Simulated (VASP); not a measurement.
Input of a VASP 6.6.1 run:

Contents of INCAR:

```
ALGO = Normal
EDIFF = 1E-7
ENCUT = 520
GGA = PE
ISIF = 2
ISMEAR = 0
IVDW = 12
LASPH = T
LCHARG = F
LREAL = F
LWAVE = F
NBANDS = 8
NELM = 60
PREC = Accurate
SIGMA = 0.1
```

KPOINTS

```
k-points
0
Gamma
  16 16 16
```

Contents of POSCAR:

```
As
1.0
    2.6887842236      0.0000000000      0.0000000000
    0.0000000000      2.6887842236      0.0000000000
    0.0000000000      0.0000000000      2.6887842236
As
1
Direct
    0.5000000000      0.5000000000      0.5000000000
```

Potentials or basis: VASP PAW PBE potentials, release 64 (As).

Launch:

```console
$ cat potpaw_PBE.64/As/POTCAR > POTCAR
$ mpirun -np 1 vasp_std > vasp.out
```

Task: Predict the pressure.

Result: 0.2 GPa.

Task: What does it give for the dispersion energy per atom?

Result: -0.466 eV.

Caveat: pairwise dispersion overbinds metals, which lowers pressure and volume.
